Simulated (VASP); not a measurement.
# Sb (P2_1/m) in VASP: notebook

Sb is run at these levels: r2SCAN; tasks: single point.

Everything below comes from runs of VASP 6.6.1. Logs are shortened: lines on timing, memory, paths and dates and some standing lists are left out, and cuts for length are marked.

### Step 1. The cell of the first run

The structure is monoclinic, space group P2_1/m (No. 11). Conventional cell: a = 3.059 Å, b = 4.259 Å, c = 4.316 Å, α = 90.00°, β = 90.51°, γ = 90.00°. Within 3.9 Å of Sb (site symmetry m) lie 6 Sb at 2.98 to 3.09 Å.

### Step 2. Single point, r2SCAN

Contents of POSCAR:

```
Sb
1.0
    3.0586616250      0.0000000000      0.0000000000
    0.0000000000      4.2587682402      0.0000000000
   -0.0381205934      0.0000000000      4.3159114163
Sb
2
Direct
    0.0113890000      0.2500000000      0.2411660000
    0.9886110000      0.7500000000      0.7588340000
```

Contents of INCAR.step1:

```
ALGO     = Normal         # electronic algorithm
EDIFF    = 1E-4           # SCF threshold, eV
ENCUT    = 520            # plane-wave cutoff, eV
GGA      = PE             # functional
ISMEAR   = -1             # smearing method
LASPH    = T              # aspherical terms in the spheres
LCHARG   = F              # write CHGCAR
LREAL    = F              # projectors in reciprocal space
LWAVE    = T              # write WAVECAR
NBANDS   = 12             # bands
NELM     = 60             # most SCF steps
PREC     = Accurate       # precision mode
SIGMA    = 0.05           # smearing width, eV
```

Contents of INCAR.step2:

```
ALGO     = Normal         # electronic algorithm
EDIFF    = 1E-6           # SCF threshold, eV
ENCUT    = 520            # plane-wave cutoff, eV
ISIF     = 2              # what is computed and relaxed
ISMEAR   = -1             # smearing method
ISTART   = 1            
LASPH    = T              # aspherical terms in the spheres
LCHARG   = F              # write CHGCAR
LMIXTAU  = T            
LREAL    = F              # projectors in reciprocal space
LWAVE    = F              # write WAVECAR
METAGGA  = R2SCAN         # meta-GGA
NBANDS   = 12             # bands
NELM     = 60             # most SCF steps
PREC     = Accurate       # precision mode
SIGMA    = 0.05           # smearing width, eV
```

Contents of KPOINTS:

```
k-points
0
Gamma
  9 6 6
```

Potentials or basis: VASP PAW PBE potentials, release 64 (Sb).

Started as:

```
$ cat potpaw_PBE.64/Sb/POTCAR > POTCAR
$ cp INCAR.step1 INCAR
$ mpirun -np 1 vasp_std > vasp.out
$ cp INCAR.step2 INCAR
$ mpirun -np 1 vasp_std > vasp.out
```

OUTCAR:

```text
EDIFF = 1E-6
   ENCUT = 520
   ISIF = 2
   ISMEAR = -1
   ISTART = 1
   LASPH = T
   LREAL = F
   METAGGA = R2SCAN
   NELM = 60
   PREC = Accurate

 ion  position               nearest neighbor table
   1  0.011  0.250  0.241-   2 2.98   2 2.98   2 3.09   2 3.09
   2  0.989  0.750  0.759-   1 2.98   1 2.98   1 3.09   1 3.09

  LATTYP: Found a simple monoclinic cell.
 ALAT       =     3.0586616250
 B/A-ratio  =     1.3923633152
 C/A-ratio  =     1.4111007668
 COS(beta)  =    -0.0088322263

  Lattice vectors:

 A1 = (   3.0586616250,   0.0000000000,   0.0000000000)
 A2 = (   0.0000000000,   4.2587682402,   0.0000000000)
 A3 = (  -0.0381205934,   0.0000000000,   4.3159114163)

Analysis of symmetry for initial positions (statically):
=====================================================================
 Subroutine PRICEL returns:
 Original cell was already a primitive cell.

 Routine SETGRP: Setting up the symmetry group for a
 simple monoclinic supercell.

 Subroutine GETGRP returns: Found  4 space group operations
 (whereof  2 operations were pure point group operations)
 out of a pool of  4 trial point group operations.

The static configuration has the point symmetry S_2 .
 The point group associated with its full space group is C_2h.

Analysis of symmetry for dynamics (positions and initial velocities):
=====================================================================
 Subroutine PRICEL returns:
 Original cell was already a primitive cell.

 Routine SETGRP: Setting up the symmetry group for a
 simple monoclinic supercell.

 Subroutine GETGRP returns: Found  4 space group operations
 (whereof  2 operations were pure point group operations)
 out of a pool of  4 trial point group operations.

The dynamic configuration has the point symmetry S_2 .
 The point group associated with its full space group is C_2h.

 Subroutine INISYM returns: Found  4 space group operations
 (whereof  2 operations are pure point group operations),
 and found     1 'primitive' translations

----------------------------------------------------------------------------------------

                                     Primitive cell

  volume of cell :      56.2196

  direct lattice vectors                    reciprocal lattice vectors
     3.058661625  0.000000000  0.000000000     0.326940382  0.000000000  0.002887724
     0.000000000  4.258768240  0.000000000     0.000000000  0.234809678  0.000000000
    -0.038120593  0.000000000  4.315911416     0.000000000  0.000000000  0.231700770
[... 92 lines left out ...]
   POTIM  = 0.5000    time-step for ionic-motion
   TEBEG  =    0.0;   TEEND  =   0.0 temperature during run
   PSTRESS=    0.0 pullay stress
   NELECT =      10.0000    total number of electrons
   NUPDOWN=      -1.0000    fix difference up-down
   EMIN   =  10.00;   EMAX   =-10.00  energy-range for DOS
   EFERMI =   0.00;   METHOD = LEGACY
   ISMEAR =    -1;   SIGMA  =   0.05  broadening in eV -4-tet -1-fermi 0-gaus
   EFERMI_NEDOS =   21; number of points for ismear=-14 and -15
   IALGO  =     38    algorithm
   IMIX   =      4    mixing-type and parameters
     AMIX     =   0.40;   BMIX     =  1.00
     AMIX_MAG =   1.60;   BMIX_MAG =  1.00
  volume/ion in A,a.u.               =      28.11       189.69
  Fermi-wavevector in a.u.,A,eV,Ry     =   0.920687  1.739847 11.533185  0.847665
  Thomas-Fermi vector in A             =   2.046021
   LORBIT       =      0    0 simple, 1 ext, 2 COOP (PROOUT), +10 PAW based schemes
   METAGGA = R2SCAN    functional components
   LHFCALC =     F    Hartree Fock is set to
   AEXX    =    0.0000 exact exchange contribution
   IVDW    =     0    specifies the selected vdW correction
   LEPSILON=     F    determine dielectric tensor
   LRPA    =     F    only Hartree local field effects (RPA)
 non-spin polarized calculation
  energy-cutoff  :      520.00
  volume of cell :       56.22
 maximum number of plane-waves:      1532
   NGX = 11   NGY = 15   NGZ = 17

 number of electron      10.0000001 magnetization

 Free energy of the ion-electron system (eV)
  ---------------------------------------------------
  ext. energy  EPLUGINS =         0.00000000
  ---------------------------------------------------
  free energy    TOTEN  =       -51.23408021 eV

  energy without entropy =      -51.22224114  energy(sigma->0) =      -51.22816067

 E-fermi :   8.0168     XC(G=0): -10.3796

 val. band max:        7.9923842644   @ k =   0.4444   0.3333   0.1667
 cond. band min:       8.0202026699   @ k =  -0.1111   0.3333   0.1667
 fundamental gap:      0.0278184055
 Fermi energy:         8.0168435112

 k-point     1 :       0.0000    0.0000    0.0000
  band No.  band energies     occupation
      1      -5.6449      2.00000
      2       0.3243      2.00000
      3       3.7121      2.00000
      4       3.8568      2.00000
      5      10.0276      0.00000
      6      11.2476      0.00000
      7      11.5016      0.00000
      8      11.6460      0.00000
      9      14.9905      0.00000
     10      15.2104      0.00000
     11      16.1645      0.00000
     12      17.4196      0.00000
[... 331 lines left out ...]
 k-point    24 :       0.3333    0.0000    0.1667
  band No.  band energies     occupation
      1      -3.7526      2.00000
      2       1.1327      2.00000
      3       3.7996      2.00000
      4       5.5402      2.00000
      5       5.8706      2.00000
      6       8.2565      0.01642
      7      11.5904      0.00000
      8      11.8868      0.00000
      9      12.6765      0.00000
     10      14.3923      0.00000
     11      14.6849      0.00000
     12      18.1568      0.00000

 [... further k-points ...]

------------------------ aborting loop because EDIFF is reached ----------------------------------------

  FORCE on cell =-STRESS in cart. coord.  units (eV):
  Direction    XX          YY          ZZ          XY          YZ          ZX
  --------------------------------------------------------------------------------------
  -------------------------------------------------------------------------------------
  Total        1.1004652      1.1326383      1.1274746      0.0000000      0.0000000      0.0493417
  in kB       31.3616520     32.2785384     32.1313794      0.0000000      0.0000000      1.4061669
  external PRESSURE =      31.9238566 kB  Pullay stress =       0.0000000 kB

 VOLUME and BASIS-vectors are now :
 -----------------------------------------------------------------------------
  energy-cutoff  :      520.00
  volume of cell :       56.22
      direct lattice vectors                 reciprocal lattice vectors
     3.058661625  0.000000000  0.000000000     0.326940382  0.000000000  0.002887724
     0.000000000  4.258768240  0.000000000     0.000000000  0.234809678  0.000000000
    -0.038120593  0.000000000  4.315911416     0.000000000  0.000000000  0.231700770

 POSITION                                       TOTAL-FORCE (eV/Angst)
 -----------------------------------------------------------------------------------
      0.02564      1.06469      1.04085        -0.040619      0.000000      0.139713
      2.99490      3.19408      3.27506         0.040619     -0.000000     -0.139713
 -----------------------------------------------------------------------------------
    total drift:                                0.000000      0.000000      0.000000

  FREE ENERGIE OF THE ION-ELECTRON SYSTEM (eV)
  ---------------------------------------------------
  free  energy   TOTEN  =       -51.2340802137 eV

  energy  without entropy=      -51.2222411350  energy(sigma->0) =      -51.22816067
```

OUTCAR.step1:

```text
EDIFF = 1E-4
   ENCUT = 520
   GGA = PE
   ISMEAR = -1
   LASPH = T
   LREAL = F
[... 583 lines left out ...]
 -----------------------------------------------------------------------------------
      0.02564      1.06469      1.04085        -0.021404      0.000000      0.164473
      2.99490      3.19408      3.27506         0.021404      0.000000     -0.164473
 -----------------------------------------------------------------------------------
    total drift:                                0.000000      0.000000      0.000000

  FREE ENERGIE OF THE ION-ELECTRON SYSTEM (eV)
  ---------------------------------------------------
  free  energy   TOTEN  =        -8.1191071718 eV

  energy  without entropy=       -8.1071479189  energy(sigma->0) =       -8.11312755
```

OSZICAR.step1:

```text
N       E                     dE             d eps       ncg     rms          rms(c)
DAV:   1     0.318041193458E+02    0.31804E+02   -0.34315E+03  2688   0.652E+02
DAV:   2    -0.635783939710E+01   -0.38162E+02   -0.36764E+02  3476   0.104E+02
DAV:   3    -0.809809039290E+01   -0.17403E+01   -0.17128E+01  3244   0.242E+01
DAV:   4    -0.811289047148E+01   -0.14800E-01   -0.14790E-01  3064   0.270E+00
DAV:   5    -0.811305915127E+01   -0.16868E-03   -0.16868E-03  3208   0.315E-01    0.306E+00
DAV:   6    -0.811650326052E+01   -0.34441E-02   -0.11073E-03  3108   0.246E-01    0.183E+00
DAV:   7    -0.811898430319E+01   -0.24810E-02   -0.25196E-03  2984   0.368E-01    0.778E-02
DAV:   8    -0.811910060839E+01   -0.11631E-03   -0.10779E-04  2732   0.709E-02    0.130E-02
DAV:   9    -0.811910717183E+01   -0.65634E-05   -0.10230E-05  1580   0.222E-02
   1 F= -.81191072E+01 E0= -.81131275E+01  d E =-.119593E-01
```

It took 2.1 min on 1 thread of Intel Xeon 8259CL, shared host; peak memory 0.21 GiB.

Results:

```yaml
Free_energy: -51.2341 eV
Pressure: 3.2 GPa
Largest_force: 0.145 eV/Å
Band_gap_on_the_k_mesh: zero (bands 5 and 6 overlap by 9.48 eV)
```

Forces on the atoms (eV/Å):
```
Sb  -0.041  0.000  0.140
Sb   0.041  0.000 -0.140
```

Caveat: the cell stands under pressure; the PAW data sets were made with another functional, which shifts forces and pressure a little; spin-orbit coupling is left out, which moves the levels of the heavy elements.

### Step 3. Single point, r2SCAN

This run uses another cell than the first one, of 28.71 Å³/atom.

Contents of POSCAR:

```
Sb
1.0
    3.0802022053      0.0000000000      0.0000000000
    0.0000000000      4.2887605540      0.0000000000
   -0.0383890571      0.0000000000      4.3463061600
Sb
2
Direct
    0.0113890000      0.2500000000      0.2411660000
    0.9886110000      0.7500000000      0.7588340000
```

Contents of INCAR.step1:

```
  PREC = Accurate
  ENCUT = 520
  ISMEAR = -1
  SIGMA = 0.05
  LREAL = F
  LASPH = T
  NELM = 60
  NBANDS = 12
  GGA = PE
  ALGO = Normal
  EDIFF = 1E-4
  LWAVE = T
  LCHARG = F
```

Contents of INCAR.step2:

```
  PREC = Accurate
  ENCUT = 520
  EDIFF = 1E-6
  ISMEAR = -1
  SIGMA = 0.05
  LREAL = F
  LASPH = T
  NELM = 60
  ALGO = Normal
  ISIF = 2
  LWAVE = F
  LCHARG = F
  METAGGA = R2SCAN
  LMIXTAU = T
  NBANDS = 12
  ISTART = 1
```

Contents of KPOINTS:

```
Automatic mesh
0
Gamma
  9 6 6
```

Potentials or basis: VASP PAW PBE potentials, release 64 (Sb).

Started as:

```
$ cat potpaw_PBE.64/Sb/POTCAR > POTCAR
$ cp INCAR.step1 INCAR
$ mpirun -np 1 vasp_std > vasp.out
$ cp INCAR.step2 INCAR
$ mpirun -np 1 vasp_std > vasp.out
```

It took 2.1 min on 1 thread of Intel Xeon 8259CL, shared host; peak memory 0.21 GiB.

Results (log left out):

| Item | Value |
| --- | --- |
| Free energy | -51.2522 eV |
| Pressure | 1.7 GPa |
| Largest force | 0.106 eV/Å |
| Band gap on the k mesh | zero (bands 5 and 6 overlap by 9.26 eV) |

Forces in eV/Å, atoms in the order of the input:
```
Sb  -0.042  0.000  0.097
Sb   0.042  0.000 -0.097
```

Stress tensor (GPa, compression positive):
```
1.76 0.00 0.13
0.00 1.63 0.00
0.13 0.00 1.67
```

Levels at points of the mesh, in eV from the Fermi level:
```tsv
k point	band 3	band 4	band 5	band 6	band 7	band 8
(0.00, 0.00, 0.00)	-4.19	-4.05	2.09	3.18	3.43	3.58
(0.00, 0.50, 0.00)	-1.82	-1.82	-1.02	-1.02	5.08	5.08
(0.00, 0.00, 0.50)	-1.94	-1.36	-1.02	-0.87	4.84	5.27
(0.00, 0.50, 0.50)	-6.32	-6.32	5.47	5.47	5.77	5.77
```

Caveat: the PAW data sets were made with another functional, which shifts forces and pressure a little; spin-orbit coupling is left out, which moves the levels of the heavy elements.

### Step 4. Single point, r2SCAN

This run uses another cell than the first one, of 29.31 Å³/atom.

Contents of POSCAR:

```
Sb
1.0
    3.1014456505      0.0000000000      0.0000000000
    0.0000000000      4.3183391477      0.0000000000
   -0.0386538176      0.0000000000      4.3762816325
Sb
2
Direct
    0.0113890000      0.2500000000      0.2411660000
    0.9886110000      0.7500000000      0.7588340000
```

Contents of INCAR.step1:

```
SYSTEM = Sb
  PREC = Accurate
  ENCUT = 520
  ISMEAR = -1
  SIGMA = 0.05
  LREAL = .False.
  LASPH = .True.
  NELM = 60
  NBANDS = 12
  GGA = PE
  ALGO = Normal
  EDIFF = 1E-4
  LWAVE = .True.
  LCHARG = .False.
```

Contents of INCAR.step2:

```
SYSTEM = Sb
  PREC = Accurate
  ENCUT = 520
  EDIFF = 1E-6
  ISMEAR = -1
  SIGMA = 0.05
  LREAL = .False.
  LASPH = .True.
  NELM = 60
  ALGO = Normal
  ISIF = 2
  LWAVE = .False.
  LCHARG = .True.
  METAGGA = R2SCAN
  LMIXTAU = .True.
  LELF = .True.
  LVHAR = .True.
  NBANDS = 12
  ISTART = 1
```

Contents of KPOINTS:

```
Automatic mesh
0
Gamma
  9 6 6
  0 0 0
```

Started as:

```
$ cat potpaw_PBE.64/Sb/POTCAR > POTCAR
$ cp INCAR.step1 INCAR
$ mpirun -np 1 vasp_std > vasp.out
$ cp INCAR.step2 INCAR
$ mpirun -np 1 vasp_std > vasp.out
```

It took 2.1 min on 1 thread of Intel Xeon 8259CL, shared host; peak memory 0.21 GiB.

The run converged. Its results:

```
Free energy            : -51.2599 eV
Pressure               : 0.4 GPa
Largest force          : 0.071 eV/Å
Band gap on the k mesh : zero (bands 5 and 6 overlap by 9.05 eV)
```

Forces in eV/Å, atoms in the order of the input:
```
Sb  -0.043  0.000  0.056
Sb   0.043  0.000 -0.056
```

Stress tensor (GPa, compression positive):
```
0.59 0.00 0.12
0.00 0.23 0.00
0.12 0.00 0.35
```

Levels at points of the mesh, in eV from the Fermi level:
```tsv
k point	band 1	band 2	band 3	band 4	band 5	band 6	band 7	band 8	band 9	band 10
(0.00, 0.00, 0.00)	-13.30	-7.70	-4.09	-3.95	2.18	3.14	3.38	3.54	6.92	7.17
(0.00, 0.50, 0.00)	-11.36	-11.36	-1.76	-1.76	-0.99	-0.99	4.98	4.98	8.55	8.55
(0.00, 0.00, 0.50)	-11.61	-11.16	-1.88	-1.31	-1.00	-0.86	4.75	5.17	8.22	8.36
(0.00, 0.50, 0.50)	-10.62	-10.62	-6.16	-6.16	5.36	5.36	5.64	5.64	9.20	9.20
```

Caveat: the PAW data sets were made with another functional, which shifts forces and pressure a little; spin-orbit coupling is left out, which moves the levels of the heavy elements.

### Step 5. Single point, r2SCAN

This run uses another cell than the first one, of 29.90 Å³/atom.

Contents of POSCAR:

```
Sb
1.0
    3.1224020000      0.0000000000      0.0000000000
    0.0000000000      4.3475180000      0.0000000000
   -0.0389150000      0.0000000000      4.4058520000
Sb
2
Direct
    0.0113890000      0.2500000000      0.2411660000
    0.9886110000      0.7500000000      0.7588340000
```

Contents of INCAR.step1:

```
ALGO     = Normal         # electronic algorithm
EDIFF    = 1E-4           # SCF threshold, eV
ENCUT    = 520            # plane-wave cutoff, eV
GGA      = PE             # functional
ISMEAR   = -1             # smearing method
LASPH    = T              # aspherical terms in the spheres
LCHARG   = F              # write CHGCAR
LREAL    = F              # projectors in reciprocal space
LWAVE    = T              # write WAVECAR
NBANDS   = 12             # bands
NELM     = 60             # most SCF steps
PREC     = Accurate       # precision mode
SIGMA    = 0.05           # smearing width, eV
```

Contents of INCAR.step2:

```
ALGO     = Normal         # electronic algorithm
EDIFF    = 1E-6           # SCF threshold, eV
ENCUT    = 520            # plane-wave cutoff, eV
ISIF     = 2              # what is computed and relaxed
ISMEAR   = -1             # smearing method
ISTART   = 1            
LASPH    = T              # aspherical terms in the spheres
LCHARG   = F              # write CHGCAR
LMIXTAU  = T            
LREAL    = F              # projectors in reciprocal space
LWAVE    = F              # write WAVECAR
METAGGA  = R2SCAN         # meta-GGA
NBANDS   = 12             # bands
NELM     = 60             # most SCF steps
PREC     = Accurate       # precision mode
SIGMA    = 0.05           # smearing width, eV
```

Contents of KPOINTS:

```
k-points
0
Gamma
  9 6 6
```

Started as:

```
$ cat potpaw_PBE.64/Sb/POTCAR > POTCAR
$ cp INCAR.step1 INCAR
$ mpirun -np 1 vasp_std > vasp.out
$ cp INCAR.step2 INCAR
$ mpirun -np 1 vasp_std > vasp.out
```

It took 2.3 min on 1 thread of Intel Xeon 8259CL, shared host; peak memory 0.21 GiB.

It converged, with:

```
Free energy            : -51.2582 eV
Pressure               : -0.8 GPa
Largest force          : 0.048 eV/Å
Band gap on the k mesh : zero (bands 5 and 6 overlap by 8.84 eV)
```

Forces on the atoms (eV/Å):
```
Sb  -0.045  0.000  0.019
Sb   0.045  0.000 -0.019
```

Stress tensor (GPa, compression positive):
```
-0.47  0.00  0.11
 0.00 -1.02  0.00
 0.11  0.00 -0.85
```

Levels at points of the mesh, in eV from the Fermi level:
| k point | band 1 | band 2 | band 3 | band 4 | band 5 | band 6 | band 7 | band 8 | band 9 | band 10 |
| --- | --- | --- | --- | --- | --- | --- | --- | --- | --- | --- |
| (0.00, 0.00, 0.00) | -13.12 | -7.69 | -3.98 | -3.84 | 2.26 | 3.10 | 3.34 | 3.50 | 6.89 | 7.16 |
| (0.00, 0.50, 0.00) | -11.22 | -11.22 | -1.70 | -1.70 | -0.97 | -0.97 | 4.89 | 4.89 | 8.51 | 8.51 |
| (0.00, 0.00, 0.50) | -11.48 | -11.03 | -1.81 | -1.25 | -0.97 | -0.84 | 4.66 | 5.07 | 8.20 | 8.33 |
| (0.00, 0.50, 0.50) | -10.52 | -10.52 | -6.00 | -6.00 | 5.25 | 5.25 | 5.53 | 5.53 | 9.15 | 9.15 |

Caveat: the PAW data sets were made with another functional, which shifts forces and pressure a little; spin-orbit coupling is left out, which moves the levels of the heavy elements.

### Step 6. Overview

```csv
cell,gap on the mesh (eV),pressure (GPa),largest force (eV/Å)
"a = 3.059, b = 4.259, c = 4.316 Å, angles 90.0, 90.5, 90.0°, 2 atoms",none,3.2,0.15
"a = 3.080, b = 4.289, c = 4.346 Å, angles 90.0, 90.5, 90.0°, 2 atoms",none,1.7,0.11
"a = 3.101, b = 4.318, c = 4.376 Å, angles 90.0, 90.5, 90.0°, 2 atoms",none,0.4,0.07
"a = 3.122, b = 4.348, c = 4.406 Å, angles 90.0, 90.5, 90.0°, 2 atoms",none,-0.8,0.05
```

Alike in all rows: task single point; level r2SCAN; potentials or basis VASP PAW PBE potentials, release 64 (Sb); no spin polarisation; k mesh 9 × 6 × 6; cutoff (eV) 520; smearing fermi-dirac 0.05 eV.

Caveats: the PAW data sets were made with another functional, which shifts forces and pressure a little; spin-orbit coupling is left out, which moves the levels of the heavy elements; the cell stands under pressure (at least some runs).

Total energies depend on the potentials used, so only differences within one code and one set of settings carry meaning.
